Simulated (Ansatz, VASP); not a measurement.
Two plane-wave programs on CsRe

```
CELL_PARAMETERS angstrom
3.65184 0.00000 0.00000
0.00000 3.65184 0.00000
0.00000 0.00000 3.65184
ATOMIC_POSITIONS crystal
Cs 0.00000 0.00000 0.00000
Re 0.50000 0.50000 0.50000
```

Alike in both runs: task relaxation of cell and atoms; functional PBE; k mesh 16 × 16 × 16; occupations gaussian, width 0.1 eV; no spin polarisation.

|  | VASP | Ansatz |
| --- | --- | --- |
| version | VASP 6.6.1 | Ansatz 0.2.0 |
| potentials or method | VASP PAW PBE potentials, release 64 (Cs_sv, Re), cutoff 600 eV | scalar-relativistic, plane waves, PAW |
| valence electrons in the cell | 16 | 24 |

```tsv
	VASP	Ansatz	Ansatz less VASP
gap on the k mesh at the Fermi level, each at its own relaxed structure (eV)	none	none	-
relaxed volume (Å³/atom)	24.98	24.35	-0.634
relaxed cell length with the largest relative difference (Å)	3.683	3.652	-0.0314
```

A gap of «none» marks a metal or a gap that the smearing closes. VASP's potentials hold 16 valence electrons a cell and Ansatz's 24, so a difference there can come from the potentials and not from the codes.

Neither program's run includes spin-orbit coupling.
